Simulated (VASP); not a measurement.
## FeO: single point with revPBE

FeO:

```
CELL_PARAMETERS angstrom
0.00000 2.15540 2.15540
2.15540 0.00000 2.15540
2.15540 2.15540 0.00000
ATOMIC_POSITIONS crystal
Fe 0.00000 0.00000 0.00000
O 0.50000 0.50000 0.50000
```

| Item | Value |
| --- | --- |
| Program | VASP 6.6.1 |
| Task | single point |
| Functional | revPBE |
| Potentials or basis | VASP PAW PBE potentials, release 64 (Fe, O) |
| Cutoff | 600 eV |
| k mesh | 6 × 6 × 6 |
| Occupations | fermi-dirac, width 0.05 eV |
| Spin | collinear spin, ferromagnetic start |
| Starting moments | [3.0, 0.0] μB |
| Dipole correction | no |
| Further INCAR settings | ALGO = Normal; EDIFF = 1e-06; NBANDS = 18 |

```
Pressure                                              : 3.8 GPa
Band gap on the k mesh                                : zero (filled and empty bands overlap)
Net moment                                            : 4.00 μB per cell
Site moments                                          : Fe +3.63; O +0.30 μB
Valence electrons inside the program's atomic spheres : Fe 6.72; O 5.00
```

Levels at points of the mesh, in eV from the Fermi level:
Spin up:
| k point | band 6 | band 7 | band 8 | band 9 | band 10 | band 11 | band 12 | band 13 |
| --- | --- | --- | --- | --- | --- | --- | --- | --- |
| (0.00, 0.00, 0.00) | -3.82 | -3.82 | -3.75 | -3.75 | 0.08 | 15.48 | 17.03 | 17.03 |
| (0.50, 0.00, 0.00) | -3.14 | -2.57 | -0.40 | -0.40 | 4.10 | 8.49 | 12.58 | 12.58 |
| (0.50, 0.50, 0.00) | -3.37 | -2.89 | -2.87 | -2.87 | 5.31 | 8.76 | 10.75 | 14.75 |
Spin down:
```tsv
k point	band 3	band 4	band 5	band 6	band 7	band 8
(0.00, 0.00, 0.00)	-3.27	-3.27	-0.74	-0.74	-0.74	0.22
(0.50, 0.00, 0.00)	-5.15	-5.15	0.38	0.38	0.58	2.79
(0.50, 0.50, 0.00)	-4.44	-4.44	-2.11	0.72	0.72	0.76
```

It took 9.9 s on 1 thread of Intel Xeon 6975P-C, on a shared host, peak memory 0.15 GiB.

Caveat: the k points lie up to 0.42 Å⁻¹ apart; the PAW data sets were made with another functional, which shifts forces and pressure a little; a cell with one magnetic atom can't hold antiferromagnetic order, which such compounds often take; semilocal functionals often make such compounds metallic where correlation or magnetic order opens a gap, which also shifts bond lengths. With open d or f shells a metallic result of revPBE can be an artefact of self-interaction; +U or a hybrid may open a gap.
